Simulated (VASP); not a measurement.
# La3YO2 (R-3m) in VASP: a series of runs

La3YO2 is run at these levels: PBE; tasks: single point, relaxation of cell and atoms.

Program: VASP 6.6.1. These are calculated values, not measurements. Logs are shortened: lines on timing, memory, paths and dates and some standing lists are left out, and cuts for length are marked.

**1. The cell of the first run**

Symmetry: R-3m, No. 166, trigonal system. The conventional cell has a = 7.790 Å, b = 7.790 Å, c = 9.401 Å, α = 90.00°, β = 90.00°, γ = 120.00°. Within 3.2 Å of La (site symmetry 2/m) lie 2 O at 2.42 Å. Within 2.9 Å of Y (site symmetry -3m) lie 2 O at 2.23 Å. O (site symmetry 3m) has 1 Y at 2.23 Å and 3 La at 2.42 Å within 2.9 Å.

**2. Single point, PBE**

Contents of INCAR:

```
ALGO = Normal
EDIFF = 1E-6
ENCUT = 520
GGA = PE
ISIF = 2
ISMEAR = 0
LASPH = True
LCHARG = True
LELF = True
LREAL = False
LVHAR = True
LWAVE = False
NBANDS = 37
NELM = 60
PREC = Accurate
SIGMA = 0.2
```

Contents of KPOINTS:

```
k-points
0
Gamma
  3 3 3
```

Contents of POSCAR:

```
La3YO2
1.0
    3.8948999583      2.2487215394      3.1335367650
   -3.8948999583      2.2487215394      3.1335367650
    0.0000000000     -4.4974430788      3.1335367650
La Y O
3 1 2
Direct
    0.0000000000      0.0000000000      0.5000000000
    0.5000000000      0.0000000000      0.0000000000
    0.0000000000      0.5000000000      0.0000000000
    0.5000000000      0.5000000000      0.5000000000
    0.7372975157      0.7372975157      0.7372975157
    0.2627024843      0.2627024843      0.2627024843
```

Potentials or basis: VASP PAW PBE potentials, release 64 (La, Y_sv, O).

Started as:

```
$ cat potpaw_PBE.64/La/POTCAR potpaw_PBE.64/Y_sv/POTCAR potpaw_PBE.64/O/POTCAR > POTCAR
$ mpirun -np 1 vasp_std > vasp.out
```

OUTCAR:

```text
EDIFF = 1E-6
   ENCUT = 520
   GGA = PE
   ISIF = 2
   ISMEAR = 0
   LASPH = True
   LREAL = False
   NELM = 60
   PREC = Accurate

 ion  position               nearest neighbor table
   1  0.000  0.000  0.500-   5 2.42   6 2.42   4 3.86   4 3.86   4 3.89   4 3.89
   2  0.500  0.000  0.000-   5 2.42   6 2.42   4 3.86   4 3.86   4 3.89   4 3.89
   3  0.000  0.500  0.000-   5 2.42   6 2.42   4 3.86   4 3.86   4 3.89   4 3.89
   4  0.500  0.500  0.500-   5 2.23   6 2.23   2 3.86   3 3.86   2 3.86   3 3.86   1 3.86   1 3.86
                             1 3.89   1 3.89   2 3.89   3 3.89   2 3.89   3 3.89
   5  0.737  0.737  0.737-   4 2.23   3 2.42   2 2.42   1 2.42
   6  0.263  0.263  0.263-   4 2.23   3 2.42   2 2.42   1 2.42

  LATTYP: Found a trigonal (rhomboedric) cell.
 ALAT       =     5.4814274514
 COS(alpha) =    -0.0097997739

  Lattice vectors:

 A1 = (   3.8948999583,   2.2487215394,   3.1335367650)
 A2 = (  -3.8948999583,   2.2487215394,   3.1335367650)
 A3 = (   0.0000000000,  -4.4974430788,   3.1335367650)

Analysis of symmetry for initial positions (statically):
=====================================================================
 Subroutine PRICEL returns:
 Original cell was already a primitive cell.

 Routine SETGRP: Setting up the symmetry group for a
 trigonal (rhombohedral) supercell.

 Subroutine GETGRP returns: Found 12 space group operations
 (whereof 12 operations were pure point group operations)
 out of a pool of 12 trial point group operations.

The static configuration has the point symmetry D_3d.

Analysis of symmetry for dynamics (positions and initial velocities):
=====================================================================
 Subroutine PRICEL returns:
 Original cell was already a primitive cell.

 Routine SETGRP: Setting up the symmetry group for a
 trigonal (rhombohedral) supercell.

 Subroutine GETGRP returns: Found 12 space group operations
 (whereof 12 operations were pure point group operations)
 out of a pool of 12 trial point group operations.

The dynamic configuration has the point symmetry D_3d.

 Subroutine INISYM returns: Found 12 space group operations
 (whereof 12 operations are pure point group operations),
 and found     1 'primitive' translations

----------------------------------------------------------------------------------------

                                     Primitive cell

  volume of cell :     164.6713

  direct lattice vectors                    reciprocal lattice vectors
     3.894899958  2.248721539  3.133536765     0.128373002  0.074116187  0.106376072
    -3.894899958  2.248721539  3.133536765    -0.128373002  0.074116187  0.106376072
     0.000000000 -4.497443079  3.133536765     0.000000000 -0.148232374  0.106376072

  length of vectors
     5.481427451  5.481427451  5.481427451     0.182451927  0.182451927  0.182451927

  position of ions in fractional coordinates (direct lattice)
     0.000000000  0.000000000  0.500000000
     0.500000000  1.000000000  0.000000000
     1.000000000  0.500000000  0.000000000
     0.500000000  0.500000000  0.500000000
     0.737297516  0.737297516  0.737297516
     0.262702484  0.262702484  0.262702484

  ion indices of the primitive-cell ions
   primitive index   ion index
                 1           1
                 2           2
                 3           3
                 4           4
                 5           5
                 6           6

----------------------------------------------------------------------------------------

 KPOINTS: k-points

Automatic generation of k-mesh.
 Grid dimensions read from file:
 generate k-points for:    3    3    3

 Generating k-lattice:

  Cartesian coordinates                     Fractional coordinates (reciprocal lattice)
     0.042791001  0.024705396  0.035458691     0.333333333 -0.000000000 -0.000000000
    -0.042791001  0.024705396  0.035458691    -0.000000000  0.333333333 -0.000000000
     0.000000000 -0.049410791  0.035458691    -0.000000000 -0.000000000  0.333333333

  Length of vectors
     0.060817309  0.060817309  0.060817309

  Shift w.r.t. Gamma in fractional coordinates (k-lattice)
     0.000000000  0.000000000  0.000000000

 Subroutine IBZKPT returns following result:
 ===========================================

 Found      6 irreducible k-points:

 Following reciprocal coordinates:
            Coordinates               Weight
  0.000000  0.000000  0.000000      1.000000
  0.333333  0.000000  0.000000      6.000000
  0.333333  0.333333  0.000000      6.000000
 -0.333333  0.333333  0.000000      6.000000
  0.333333  0.333333  0.333333      2.000000
 -0.333333  0.333333  0.333333      6.000000
   k-points           NKPTS =      6   k-points in BZ     NKDIM =      6   number of bands    NBANDS=     37
   number of dos      NEDOS =    301   number of ions     NIONS =      6
   total plane-waves  NPLWV =  74088
   dimension x,y,z NGX =    42 NGY =   42 NGZ =   42
   dimension x,y,z NGXF=    84 NGYF=   84 NGZF=   84
   ions per type =               3   1   2
   NGX,Y,Z   is equivalent  to a cutoff of  12.74, 12.74, 12.74 a.u.
   NGXF,Y,Z  is equivalent  to a cutoff of  25.48, 25.48, 25.48 a.u.
 SYSTEM =  unknown system
   PREC   = accura    normal or accurate (medium, high low for compatibility)
   ISTART =      0    job   : 0-new  1-cont  2-samecut
   ICHARG =      2    charge: 1-file 2-atom 10-const
   ISPIN  =      1    spin polarized calculation?
   LNONCOLLINEAR =      F non collinear calculations
   LSORBIT =      F    spin-orbit coupling
   LASPH  =      T    aspherical Exc in radial PAW
   ENCUT  =  520.0 eV  38.22 Ry    6.18 a.u.  10.19 10.19 10.19*2*pi/ulx,y,z
   NELM   =     60;   NELMIN=  2; NELMDL= -5     # of ELM steps
   EDIFF  = 0.1E-05   stopping-criterion for ELM
   LREAL  =      F    real-space projection
[... 7 lines left out ...]
   TEBEG  =    0.0;   TEEND  =   0.0 temperature during run
   PSTRESS=    0.0 pullay stress
   NELECT =      56.0000    total number of electrons
   NUPDOWN=      -1.0000    fix difference up-down
   EMIN   =  10.00;   EMAX   =-10.00  energy-range for DOS
   EFERMI =   0.00;   METHOD = LEGACY
   ISMEAR =     0;   SIGMA  =   0.20  broadening in eV -4-tet -1-fermi 0-gaus
   EFERMI_NEDOS =   21; number of points for ismear=-14 and -15
   IALGO  =     38    algorithm
   IMIX   =      4    mixing-type and parameters
     AMIX     =   0.40;   BMIX     =  1.00
     AMIX_MAG =   1.60;   BMIX_MAG =  1.00
  volume/ion in A,a.u.               =      27.45       185.21
  Fermi-wavevector in a.u.,A,eV,Ry     =   1.142698  2.159386 17.765928  1.305759
  Thomas-Fermi vector in A             =   2.279395
   LORBIT       =      0    0 simple, 1 ext, 2 COOP (PROOUT), +10 PAW based schemes
   GGA     = PE    functional components
   LHFCALC =     F    Hartree Fock is set to
   AEXX    =    0.0000 exact exchange contribution
   IVDW    =     0    specifies the selected vdW correction
   LEPSILON=     F    determine dielectric tensor
   LRPA    =     F    only Hartree local field effects (RPA)
 non-spin polarized calculation
 Gauss-broadening in eV      SIGMA  =   0.20
  energy-cutoff  :      520.00
  volume of cell :      164.67
 maximum number of plane-waves:      4442
 NGX is ok and might be reduce to    42
   NGX = 21   NGY = 21   NGZ = 21

 number of electron      56.0000006 magnetization

 Free energy of the ion-electron system (eV)
  ---------------------------------------------------
  ext. energy  EPLUGINS =         0.00000000
  ---------------------------------------------------
  free energy    TOTEN  =       -42.04318624 eV

  energy without entropy =      -41.92515850  energy(sigma->0) =      -41.98417237

 E-fermi :   6.2815     XC(G=0):  -9.4342

 val. band max:        6.2519740936   @ k =  -0.3333   0.3333   0.0000
 cond. band min:       6.3885346656   @ k =  -0.3333   0.3333   0.0000
 fundamental gap:      0.1365605719
 Fermi energy:         6.2815399774

 k-point     1 :       0.0000    0.0000    0.0000
  band No.  band energies     occupation
      1     -36.4076      2.00000
      2     -26.4531      2.00000
      3     -26.2955      2.00000
      4     -26.2955      2.00000
      5     -16.7632      2.00000
      6     -16.4586      2.00000
[... 29 lines left out ...]
     36       8.2379      0.00000
     37       8.3188      0.00000

 k-point     2 :       0.3333    0.0000    0.0000
  band No.  band energies     occupation
      1     -36.4076      2.00000
      2     -26.4205      2.00000
      3     -26.3293      2.00000
      4     -26.2952      2.00000
      5     -16.7361      2.00000
      6     -16.4579      2.00000
[... 29 lines left out ...]
     36       8.1372      0.00000
     37       8.2179      0.00000

 k-point     3 :       0.3333    0.3333    0.0000
  band No.  band energies     occupation
      1     -36.4075      2.00000
      2     -26.3958      2.00000
      3     -26.3305      2.00000
      4     -26.3186      2.00000
      5     -16.7237      2.00000
      6     -16.4594      2.00000
[... 29 lines left out ...]
     36       8.0955      0.00000
     37       8.1920      0.00000

 k-point     4 :      -0.3333    0.3333    0.0000
  band No.  band energies     occupation
      1     -36.4075      2.00000
      2     -26.3903      2.00000
      3     -26.3399      2.00000
      4     -26.3148      2.00000
      5     -16.7370      2.00000
      6     -16.4583      2.00000
[... 29 lines left out ...]
     36       8.1536      0.00000
     37       8.1683      0.00000

 k-point     5 :       0.3333    0.3333    0.3333
  band No.  band energies     occupation
      1     -36.4075      2.00000
      2     -26.3837      2.00000
      3     -26.3301      2.00000
      4     -26.3301      2.00000
      5     -16.7270      2.00000
      6     -16.4606      2.00000
[... 29 lines left out ...]
     36       7.9121      0.00000
     37       8.1672      0.00000

 k-point     6 :      -0.3333    0.3333    0.3333
  band No.  band energies     occupation
      1     -36.4075      2.00000
      2     -26.3720      2.00000
      3     -26.3418      2.00000
      4     -26.3300      2.00000
      5     -16.7535      2.00000
      6     -16.4610      2.00000
[... 29 lines left out ...]
     36       8.0364      0.00000
     37       8.0570      0.00000

------------------------ aborting loop because EDIFF is reached ----------------------------------------

  FORCE on cell =-STRESS in cart. coord.  units (eV):
  Direction    XX          YY          ZZ          XY          YZ          ZX
  --------------------------------------------------------------------------------------
  -------------------------------------------------------------------------------------
  Total        0.3531176      0.3531176     -0.2105994     -0.0000000      0.0000000      0.0000000
  in kB        3.4356735      3.4356735     -2.0490360     -0.0000000      0.0000000      0.0000000
  external PRESSURE =       1.6074370 kB  Pullay stress =       0.0000000 kB

 VOLUME and BASIS-vectors are now :
 -----------------------------------------------------------------------------
  energy-cutoff  :      520.00
  volume of cell :      164.67
      direct lattice vectors                 reciprocal lattice vectors
     3.894899958  2.248721539  3.133536765     0.128373002  0.074116187  0.106376072
    -3.894899958  2.248721539  3.133536765    -0.128373002  0.074116187  0.106376072
     0.000000000 -4.497443079  3.133536765     0.000000000 -0.148232374  0.106376072

 POSITION                                       TOTAL-FORCE (eV/Angst)
 -----------------------------------------------------------------------------------
      0.00000     -2.24872      1.56677        -0.000000      0.000000      0.000000
      1.94745      1.12436      1.56677        -0.000000      0.000000      0.000000
     -1.94745      1.12436      1.56677         0.000000      0.000000      0.000000
      0.00000      0.00000      4.70031        -0.000000      0.000000     -0.000000
      0.00000      0.00000      6.93105        -0.000000      0.000000      0.008456
      0.00000      0.00000      2.46956        -0.000000     -0.000000     -0.008456
 -----------------------------------------------------------------------------------
    total drift:                                0.000000      0.000000     -0.000000

  FREE ENERGIE OF THE ION-ELECTRON SYSTEM (eV)
  ---------------------------------------------------
  free  energy   TOTEN  =       -42.0431862355 eV

  energy  without entropy=      -41.9251584974  energy(sigma->0) =      -41.98417237
```

Run time: 38 s. Hardware: 1 thread of Intel Xeon 6975P-C (Granite Rapids), shared host; peak memory 0.26 GiB.

What came out:

```
Free energy            : -42.0432 eV
Pressure               : 0.2 GPa
Largest force          : 0.008 eV/Å
Band gap on the k mesh : zero (band 28 reaches 7.01 eV, above the bottom of band 29 at 5.72 eV)
```

Forces on the atoms (eV/Å):
```
La   0.000  0.000  0.000
La   0.000  0.000  0.000
La   0.000  0.000  0.000
Y    0.000  0.000  0.000
O    0.000  0.000  0.008
O    0.000  0.000 -0.008
```

Caveat: the k points lie up to 0.38 Å⁻¹ apart; spin-orbit coupling is left out, which moves the levels of the heavy elements.

(Continued in part 2 of 3.)
